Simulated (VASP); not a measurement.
# CuO (C2/c) in VASP: a series of runs

CuO is run at these levels: PBE+U; tasks: single point.

All numbers are computed with VASP 6.6.1; they aren't measurements. Logs are shortened: lines on timing, memory, paths and dates and some standing lists are left out, and cuts for length are marked.

### Step 1. The cell of the first run

It takes space group C2/c (No. 15, monoclinic). Conventional cell: a = 4.684 Å, b = 3.479 Å, c = 5.121 Å, α = 90.00°, β = 98.68°, γ = 90.00°. Within 2.5 Å of Cu (site symmetry -1) lie 4 O at 1.92 to 1.98 Å. O (site symmetry 2) has 4 Cu at 1.92 to 1.98 Å and 2 O at 2.59 Å within 2.6 Å.

### Step 2. Single point, PBE+U, collinear spin, ferromagnetic start

Contents of INCAR:

```
  PREC = Accurate
  ENCUT = 520
  EDIFF = 1E-6
  ISMEAR = -1
  SIGMA = 0.02
  LREAL = False
  LASPH = True
  NELM = 150
  ALGO = Normal
  ISIF = 2
  LWAVE = False
  LCHARG = True
  ISPIN = 2
  MAGMOM = 0.65 0.65 0.34 0.34
  LORBIT = 11
  LMAXMIX = 4
  LDAU = True
  LDAUTYPE = 2
  LDAUL = 2 -1
  LDAUU = 4 0
  LDAUJ = 0 0
  LDAUPRINT = 1
  GGA = PE
  LELF = True
  LVHAR = True
  NBANDS = 29
```

Contents of KPOINTS:

```
Automatic mesh
0
Gamma
  7 7 4
```

Contents of POSCAR:

```
CuO
1.0
    2.3422000000     -1.7396000000      0.0000000000
    2.3422000000      1.7396000000      0.0000000000
   -0.7732300000      0.0000000000      5.0627900000
Cu O
2 2
Direct
    0.0000000000      0.5000000000      0.0000000000
    0.5000000000      0.0000000000      0.5000000000
    0.5531000000      0.4469000000      0.2500000000
    0.4469000000      0.5531000000      0.7500000000
```

Potentials or basis: VASP PAW PBE potentials, release 64 (Cu, O).

On the command line:

```
cat potpaw_PBE.64/Cu/POTCAR potpaw_PBE.64/O/POTCAR > POTCAR
mpirun -np 1 vasp_std > vasp.out
```

OUTCAR:

```text
PREC = Accurate
   ENCUT = 520
   EDIFF = 1E-6
   ISMEAR = -1
   LREAL = False
   LASPH = True
   NELM = 150
   ISIF = 2
   ISPIN = 2
   LORBIT = 11
   GGA = PE

 ion  position               nearest neighbor table
   1  0.000  0.500  0.000-   3 1.92   4 1.92   4 1.98   3 1.98
   2  0.500  0.000  0.500-   4 1.92   3 1.92   4 1.98   3 1.98
   3  0.553  0.447  0.250-   2 1.92   1 1.92   2 1.98   1 1.98
   4  0.447  0.553  0.750-   1 1.92   2 1.92   2 1.98   1 1.98

  LATTYP: Found a base centered monoclinic cell.
 ALAT       =     4.6844000000
 B/A-ratio  =     0.7427205192
 C/A-ratio  =     1.0933089787
 COS(beta)  =    -0.1509773536

  Lattice vectors:

 A1 = (   2.3422000000,  -1.7396000000,   0.0000000000)
 A2 = (   2.3422000000,   1.7396000000,   0.0000000000)
 A3 = (  -0.7732300000,   0.0000000000,   5.0627900000)

Analysis of symmetry for initial positions (statically):
=====================================================================
 Subroutine PRICEL returns:
 Original cell was already a primitive cell.

 Routine SETGRP: Setting up the symmetry group for a
 base centered monoclinic supercell.

 Subroutine GETGRP returns: Found  4 space group operations
 (whereof  2 operations were pure point group operations)
 out of a pool of  4 trial point group operations.

The static configuration has the point symmetry S_2 .
 The point group associated with its full space group is C_2h.

Analysis of symmetry for dynamics (positions and initial velocities):
=====================================================================
 Subroutine PRICEL returns:
 Original cell was already a primitive cell.

 Routine SETGRP: Setting up the symmetry group for a
 base centered monoclinic supercell.

 Subroutine GETGRP returns: Found  4 space group operations
 (whereof  2 operations were pure point group operations)
 out of a pool of  4 trial point group operations.

The dynamic configuration has the point symmetry S_2 .
 The point group associated with its full space group is C_2h.

[... 217 lines left out ...]
  o =  0.9651  v =  0.0000  0.0000  0.0000  0.0000  0.0000 -0.1559  0.2966 -0.0198  0.0386  0.9412      0.0000  0.0000  0.0000  0.0000  0.0000  0.0000  0.0000  0.0000  0.0000  0.0000
  o =  0.9665  v =  0.0000  0.0000  0.0000  0.0000  0.0000  0.0666 -0.7386  0.2721  0.5700  0.2261      0.0000  0.0000  0.0000  0.0000  0.0000  0.0000  0.0000  0.0000  0.0000  0.0000
  o =  0.9721  v = -0.1512  0.7186 -0.1841 -0.3860  0.5272  0.0000  0.0000  0.0000  0.0000  0.0000      0.0000  0.0000  0.0000  0.0000  0.0000  0.0000  0.0000  0.0000  0.0000  0.0000
  o =  0.9743  v = -0.0696 -0.3204  0.1950  0.4447  0.8104  0.0000  0.0000  0.0000  0.0000  0.0000      0.0000  0.0000  0.0000  0.0000  0.0000  0.0000  0.0000  0.0000  0.0000  0.0000
  o =  0.9753  v =  0.0000  0.0000  0.0000  0.0000  0.0000 -0.4692  0.1498  0.8560 -0.1192 -0.1020      0.0000  0.0000  0.0000  0.0000  0.0000  0.0000  0.0000  0.0000  0.0000  0.0000
  o =  0.9792  v =  0.4585 -0.1335 -0.8595  0.1406  0.1162  0.0000  0.0000  0.0000  0.0000  0.0000      0.0000  0.0000  0.0000  0.0000  0.0000  0.0000  0.0000  0.0000  0.0000  0.0000
  o =  1.0275  v = -0.0383 -0.5853 -0.0303 -0.7836  0.2025  0.0000  0.0000  0.0000  0.0000  0.0000      0.0000  0.0000  0.0000  0.0000  0.0000  0.0000  0.0000  0.0000  0.0000  0.0000

 number of electron      34.0000013 magnetization       1.9795744

 Free energy of the ion-electron system (eV)
  ---------------------------------------------------
  ext. energy  EPLUGINS =         0.00000000
  ---------------------------------------------------
  free energy    TOTEN  =       -17.12835636 eV

  energy without entropy =      -17.12795731  energy(sigma->0) =      -17.12815684

 E-fermi :   5.3387     XC(G=0): -11.7355

 val. band max:        5.3357704517   @ k =   0.4286   0.4286   0.0000
 cond. band min:       5.3423355136   @ k =  -0.4286   0.4286   0.0000
 fundamental gap:      0.0065650619
 Fermi energy:         5.3387248318

 spin component 1

 k-point     1 :       0.0000    0.0000    0.0000
  band No.  band energies     occupation
      1     -14.3854      1.00000
      2     -12.9884      1.00000
      3      -3.0459      1.00000
      4      -1.9152      1.00000
      5      -1.4914      1.00000
      6       0.2326      1.00000
[... 1529 lines left out ...]
     28      23.9023      0.00000
     29      25.3221      0.00000

 [... further k-points ...]

------------------------ aborting loop because EDIFF is reached ----------------------------------------

  FORCE on cell =-STRESS in cart. coord.  units (eV):
  Direction    XX          YY          ZZ          XY          YZ          ZX
  --------------------------------------------------------------------------------------
  -------------------------------------------------------------------------------------
  Total        0.5931724      1.4743216      2.0306008      0.0000000      0.0000000      0.8442641
  in kB       23.0355300     57.2544874     78.8572916      0.0000000      0.0000000     32.7865432
  external PRESSURE =      53.0491030 kB  Pullay stress =       0.0000000 kB

 VOLUME and BASIS-vectors are now :
 -----------------------------------------------------------------------------
  energy-cutoff  :      520.00
  volume of cell :       41.26
      direct lattice vectors                 reciprocal lattice vectors
     2.342200000 -1.739600000  0.000000000     0.213474511 -0.287422396  0.032603544
     2.342200000  1.739600000  0.000000000     0.213474511  0.287422396  0.032603544
    -0.773230000  0.000000000  5.062790000     0.000000000  0.000000000  0.197519549

 POSITION                                       TOTAL-FORCE (eV/Angst)
 -----------------------------------------------------------------------------------
      1.17110      0.86980      0.00000        -0.000000      0.000000      0.000000
      0.78449     -0.86980      2.53139        -0.000000      0.000000      0.000000
      2.14889     -0.18475      1.26570         0.000000     -0.282864      0.000000
      1.76228      0.18475      3.79709        -0.000000      0.282864     -0.000000
 -----------------------------------------------------------------------------------
    total drift:                                0.000000     -0.000000     -0.000000

  FREE ENERGIE OF THE ION-ELECTRON SYSTEM (eV)
  ---------------------------------------------------
  free  energy   TOTEN  =       -17.1283563649 eV

  energy  without entropy=      -17.1279573144  energy(sigma->0) =      -17.12815684

 total charge

# of ion       s       p       d       tot
------------------------------------------
    1        0.385   0.397   9.147   9.929
    2        0.385   0.397   9.147   9.929
    3        1.558   3.442   0.000   5.000
    4        1.558   3.442   0.000   5.000
--------------------------------------------------
tot          3.885   7.677  18.294  29.857

 magnetization (x)

# of ion       s       p       d       tot
------------------------------------------
    1       -0.003   0.003   0.649   0.649
    2       -0.003   0.003   0.649   0.649
    3        0.020   0.280   0.000   0.300
    4        0.020   0.280   0.000   0.300
--------------------------------------------------
tot          0.034   0.566   1.299   1.898
```

OSZICAR:

```text
N       E                     dE             d eps       ncg     rms          rms(c)
DAV:   1     0.310716404970E+03    0.31072E+03   -0.15583E+04  7570   0.186E+03
DAV:   2     0.205337995717E+02   -0.29018E+03   -0.26120E+03  7020   0.381E+02
DAV:   3    -0.198551195205E+02   -0.40389E+02   -0.37838E+02  7804   0.144E+02
DAV:   4    -0.210878694221E+02   -0.12327E+01   -0.12254E+01  8436   0.279E+01
DAV:   5    -0.211084726136E+02   -0.20603E-01   -0.20602E-01  8011   0.348E+00    0.159E+01
DAV:   6    -0.174558198730E+02    0.36527E+01   -0.18189E+01  9683   0.124E+02    0.929E+00
DAV:   7    -0.170076526112E+02    0.44817E+00   -0.46855E+00  9129   0.678E+01    0.265E+00
DAV:   8    -0.171231036921E+02   -0.11545E+00   -0.72113E-01 10572   0.102E+01    0.264E+00
DAV:   9    -0.171198295127E+02    0.32742E-02   -0.73137E-02  9970   0.138E+01    0.110E+00
DAV:  10    -0.171223398065E+02   -0.25103E-02   -0.69874E-02 11896   0.958E+00    0.124E+00
DAV:  11    -0.171277120431E+02   -0.53722E-02   -0.31358E-02 10599   0.716E+00    0.175E-01
DAV:  12    -0.171282844754E+02   -0.57243E-03   -0.46118E-03 10320   0.837E-01    0.507E-02
DAV:  13    -0.171283383640E+02   -0.53889E-04   -0.16531E-04  9880   0.174E-01    0.360E-02
DAV:  14    -0.171283421721E+02   -0.38081E-05   -0.37798E-05  9990   0.105E-01    0.247E-02
DAV:  15    -0.171283537867E+02   -0.11615E-04   -0.50250E-06  8995   0.823E-02    0.137E-02
DAV:  16    -0.171283561641E+02   -0.23774E-05   -0.43646E-06  8593   0.850E-02    0.165E-03
DAV:  17    -0.171283563649E+02   -0.20081E-06   -0.18067E-06  4712   0.109E-02
   1 F= -.17128356E+02 E0= -.17128157E+02  d E =-.399050E-03  mag=     1.9794
```

stdout:

```text
POSCAR found type information on POSCAR CuO
 POSCAR found :  2 types and       4 ions
 scaLAPACK will be used
 LDA part: xc-table for (Slater+PW92), standard interpolation
 POSCAR, INCAR and KPOINTS ok, starting setup
 FFT: planning ... GRIDC
 FFT: planning ... GRID_SOFT
 FFT: planning ... GRID
 WAVECAR not read
 entering main loop
```

Run time: 4.1 min. Hardware: 1 thread of Intel Xeon 8259CL, shared host; peak memory 0.25 GiB.

Results:

```yaml
Free_energy: -17.1284 eV
Pressure: 5.3 GPa
Largest_force: 0.283 eV/Å
Band_gap_on_the_k_mesh: zero (filled and empty bands overlap)
Net_moment: 1.98 μB per cell
Site_moments: Cu +0.65; O +0.30 μB
Valence_electrons_inside_the_program's_atomic_spheres: Cu 9.93; O 5.00
```

Forces in eV/Å, atoms in the order of the input:
```
Cu   0.000  0.000  0.000
Cu   0.000  0.000  0.000
O    0.000 -0.283  0.000
O    0.000  0.283  0.000
```

Stress tensor (GPa, compression positive):
```
2.30 0.00 3.28
0.00 5.73 0.00
3.28 0.00 7.89
```

Levels at points of the mesh, in eV from the Fermi level:
Spin up:
```tsv
k point	band 16	band 17	band 18	band 19	band 20	band 21
(0.00, 0.00, 0.00)	-2.29	-0.64	-0.11	1.56	6.37	7.96
(0.00, 0.00, 0.50)	-2.19	-0.83	-0.83	3.82	3.82	11.97
```
Spin down:
```tsv
k point	band 13	band 14	band 15	band 16	band 17	band 18	band 19	band 20
(0.00, 0.00, 0.00)	-2.84	-2.51	-2.46	-1.68	1.20	1.95	2.08	6.49
(0.00, 0.00, 0.50)	-3.06	-3.06	-1.66	-1.66	1.42	1.42	4.15	4.15
```

Eigenvalues of the final occupation matrices:
```tsv
site	spin	trace	eigenvalues
site 1 d	1	4.91	0.96 0.97 0.97 0.98 1.03
site 1 d	2	4.26	0.41 0.95 0.97 0.97 0.98
site 2 d	1	4.91	0.96 0.97 0.97 0.98 1.03
site 2 d	2	4.26	0.41 0.95 0.97 0.97 0.98
```

Caveat: the stress differs along the axes, from 2 to 8 GPa; semilocal functionals underestimate gaps, and a narrow one can read as zero. The state reached can hang on the start; a lower one may exist.

### Step 3. Single point, PBE+U, collinear spin

Contents of INCAR:

```
PREC = Accurate
ENCUT = 520
EDIFF = 1E-6
ISMEAR = -1
SIGMA = 0.02
LREAL = F
LASPH = T
NELM = 150
ALGO = Normal
ISIF = 2
LWAVE = F
LCHARG = F
ISPIN = 2
MAGMOM = 1 -1 0 0
LORBIT = 11
LMAXMIX = 4
LDAU = T
LDAUTYPE = 2
LDAUL = 2 -1
LDAUU = 4 0
LDAUJ = 0 0
LDAUPRINT = 1
GGA = PE
NBANDS = 29
```

KPOINTS is that of step 2.

POSCAR is that of step 2.

Potentials or basis: VASP PAW PBE potentials, release 64 (Cu, O).

On the command line:

```
cat potpaw_PBE.64/Cu/POTCAR potpaw_PBE.64/O/POTCAR > POTCAR
mpirun -np 1 vasp_std > vasp.out
```

It took 4.1 min on 1 thread of Intel Xeon 8259CL, shared host; peak memory 0.25 GiB.

The run converged. Its results:

* Free energy: -17.2437 eV
* Pressure: 4.5 GPa
* Largest force: 0.314 eV/Å
* Band gap on the k mesh: 0.51 eV (least direct gap 0.74 eV)
* Net moment: 0.00 μB per cell
* Site moments: Cu +0.57, -0.57; O +0.00 μB
* Valence electrons inside the program's atomic spheres: Cu 9.94; O 4.99

Forces on the atoms (eV/Å):
```
Cu   0.000  0.000  0.000
Cu   0.000  0.000  0.000
O    0.000 -0.314  0.000
O    0.000  0.314  0.000
```

Stress tensor (GPa, compression positive):
```
1.77 0.00 2.80
0.00 4.71 0.00
2.80 0.00 7.16
```

Levels at points of the mesh, in eV from the valence-band top:
Spin up:
```tsv
k point	band 13	band 14	band 15	band 16	band 17	band 18	band 19	band 20	band 21	band 22
(0.00, 0.00, 0.00)	-2.71	-2.62	-2.42	-1.80	0.00	1.75	2.08	6.70	8.39	14.22
(0.00, 0.00, 0.50)	-3.04	-2.91	-1.69	-1.64	-0.41	1.53	4.18	4.30	12.31	12.32
```
Spin down:
```tsv
k point	band 14	band 15	band 16	band 17	band 18	band 19	band 20	band 21
(0.00, 0.00, 0.00)	-2.62	-2.42	-1.80	0.00	1.75	2.08	6.70	8.39
(0.00, 0.00, 0.50)	-2.91	-1.69	-1.64	-0.41	1.53	4.18	4.30	12.31
```

Eigenvalues of the final occupation matrices:
```csv
site,spin,trace,eigenvalues
site 1 d,1,4.88,0.95 0.97 0.97 0.98 1.02
site 1 d,2,4.30,0.43 0.95 0.97 0.97 0.98
site 2 d,1,4.30,0.43 0.95 0.97 0.97 0.98
site 2 d,2,4.88,0.95 0.97 0.97 0.98 1.02
```

Caveat: the stress differs along the axes, from 2 to 7 GPa; semilocal functionals underestimate gaps, and a narrow one can read as zero.
